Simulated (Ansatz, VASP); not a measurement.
# YTl: VASP beside Ansatz

The input INCAR:

```
SYSTEM = YTl
PREC     = Accurate       ! precision mode
ENCUT    = 520            ! plane-wave cutoff, eV
EDIFF    = 1E-8           ! SCF threshold, eV
ISMEAR   = -1             ! smearing method
SIGMA    = 0.08           ! smearing width, eV
LREAL    = .False.        ! projectors in reciprocal space
LASPH    = .True.         ! aspherical terms in the spheres
NELM     = 80             ! most SCF steps
ALGO     = Normal         ! electronic algorithm
ISIF     = 2              ! what is computed and relaxed
LWAVE    = .False.        ! write WAVECAR
LCHARG   = .False.        ! write CHGCAR
GGA      = CA             ! functional
LEFG     = .True.       
NBANDS   = 19             ! bands
```

File KPOINTS:

```
Automatic mesh
0
Gamma
  11 11 11
  0 0 0
```

POSCAR

```
YTl
1.0
    3.7510000000     -0.0375100000     -0.0375100000
   -0.0375100000      3.7510000000     -0.0375100000
   -0.0375100000     -0.0375100000      3.7510000000
Y Tl
1 1
Direct
    0.5000000000      0.5000000000      0.5000000000
    0.0000000000      0.0000000000      0.0000000000
```

Input for Ansatz:

```yaml
crystal:
  lattice:
    - [3.751, -0.03751, -0.03751]
    - [-0.03751, 3.751, -0.03751]
    - [-0.03751, -0.03751, 3.751]
  atoms:
    - { symbol: "Y", position: [0.5, 0.5, 0.5] }
    - { symbol: Tl, position: [0.0, 0.0, 0.0] }
kpoints:
  mp_grid: { grid: [11, 11, 11] }
scf:
  occupations: { method: fermi_dirac, width: 0.08 }
hamiltonian:
  xc: lda
  pseudopotentials: { kind: all_electron, datasets: crystal }
output:
  forces: true
  stress: true
  eigenvalues: true
  efg: { contact_densities: true }
```

Change from the starting cell: equal xy, yz and zx shear strains of -2 %, crystal datasets.

Alike in both runs: task electric field gradients; functional LDA; k mesh 11 × 11 × 11; occupations fermi-dirac, width 0.08 eV; no spin polarisation.

|  | VASP | Ansatz |
| --- | --- | --- |
| version | VASP 6.6.1 | Ansatz 0.2.0 |
| potentials or method | VASP PAW LDA potentials, release 64 (Y_sv, Tl_d), cutoff 520 eV | all-electron PAW with datasets made for the crystal, scalar-relativistic |

```csv
,VASP,Ansatz,Ansatz less VASP
pressure (GPa),-2.8,-2.9,-0.06
"traceless stress, the component that is largest in VASP (GPa)",0.78,0.77,-0.011
size of Vzz on the site where it differs most (V/Å²),35.1,28.1,-6.96
```

LDA's correlation is that of Perdew and Zunger in VASP and of Perdew and Wang (1992) in Ansatz. Ansatz ran all-electron here, and VASP with PAW potentials.

Spin-orbit coupling is off throughout.
